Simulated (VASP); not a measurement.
Wanted: the native input for a VASP 6.6.1 run.

```yaml
Task: single point
Functional: PBE
Dispersion: D3(BJ)
Potentials_or_basis: VASP PAW PBE potentials, release 64 (C)
Cutoff: 600 eV
k_mesh: 21 × 21 × 8
Occupations: gaussian, width 0.15 eV
Spin: no spin polarisation
Dipole_correction: no
Further_INCAR_settings: ALGO = Normal; EDIFF = 1e-06; NBANDS = 16
```

The structure of C lies in POSCAR:

```
C
1.0
    2.4515665020      0.0000000000      0.0000000000
   -1.2257832510      2.1231188698      0.0000000000
    0.0000000000      0.0000000000      6.4061884263
C
4
Direct
    0.0000000000      0.0000000000      0.0025000000
    0.0000000000      0.0000000000      0.5025000000
    0.3333333333      0.6666666667      0.0025000000
    0.6666666667      0.3333333333      0.5025000000
```

This cell differs from its parent crystal: volume 8.336 Å^3 an atom, c/a of the conventional cell 2.6131.

One way to write it, as run:

INCAR

```
SYSTEM = C
ALGO = Normal
EDIFF = 1E-6
ENCUT = 600
GGA = PE
GGA_COMPAT = .False.
ISIF = 2
ISMEAR = 0
IVDW = 12
LASPH = .True.
LCHARG = .True.
LELF = .True.
LREAL = .False.
LVHAR = .True.
LWAVE = .False.
NBANDS = 16
NELM = 120
PREC = Accurate
SIGMA = 0.15
```

KPOINTS

```
k-points
0
Gamma
  21 21 8
  0 0 0
```

Potentials or basis: VASP PAW PBE potentials, release 64 (C).

Launch:

```console
$ cat potpaw_PBE.64/C/POTCAR > POTCAR
$ mpirun -np 1 vasp_std > vasp.out
```

It gave:

```
Pressure                   : 5.8 GPa
Band gap on the k mesh     : zero (band 8 reaches 5.20 eV, above the bottom of band 9 at 5.15 eV)
Dispersion energy per atom : -0.165 eV
```

Run time: 110 s on 1 thread of Intel Xeon 6975P-C, on a shared host, peak memory 0.25 GiB.
